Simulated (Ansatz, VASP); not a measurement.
**Two plane-wave programs on AlB2P3**

```
CELL_PARAMETERS angstrom
3.40160 0.00000 0.00000
-1.70080 2.94587 0.00000
0.00000 0.00000 17.44504
ATOMIC_POSITIONS crystal
Al 0.66667 0.33333 0.50237
Al 0.33333 0.66667 0.00237
B 0.66667 0.33333 0.17573
B 0.66667 0.33333 0.82663
B 0.33333 0.66667 0.32663
B 0.33333 0.66667 0.67573
P 0.66667 0.33333 0.29061
P 0.66667 0.33333 0.63945
P 0.66667 0.33333 0.94021
P 0.33333 0.66667 0.13945
P 0.33333 0.66667 0.44021
P 0.33333 0.66667 0.79061
```

Alike in both runs: functional PBE; k mesh 6 × 6 × 1; occupations gaussian, width 0.1 eV; no spin polarisation.

Ansatz relaxed the structure, and its values are those at the end. VASP's run is a single point on that final structure, the one shown.

```csv
,VASP,Ansatz
version,VASP 6.6.1,Ansatz 0.2.0
potentials or method,"VASP PAW PBE potentials, release 64 (Al, B, P), cutoff 520 eV","scalar-relativistic, plane waves, PAW"
valence electrons in the cell,48,48
```

|  | VASP | Ansatz | Ansatz less VASP |
| --- | --- | --- | --- |
| gap on the k mesh at the Fermi level (eV) | 0.19 | 0.20 | +0.003 |
| least direct gap on the mesh (eV) | 1.07 | 1.07 | +0.002 |
| pressure (GPa) | -0.4 | -0.2 | +0.15 |
| rms of the force components (eV/Å) | 0.015 | 0.013 | -0.0026 |

With one functional, cell and mesh, what is left measures potentials, basis and numerics.
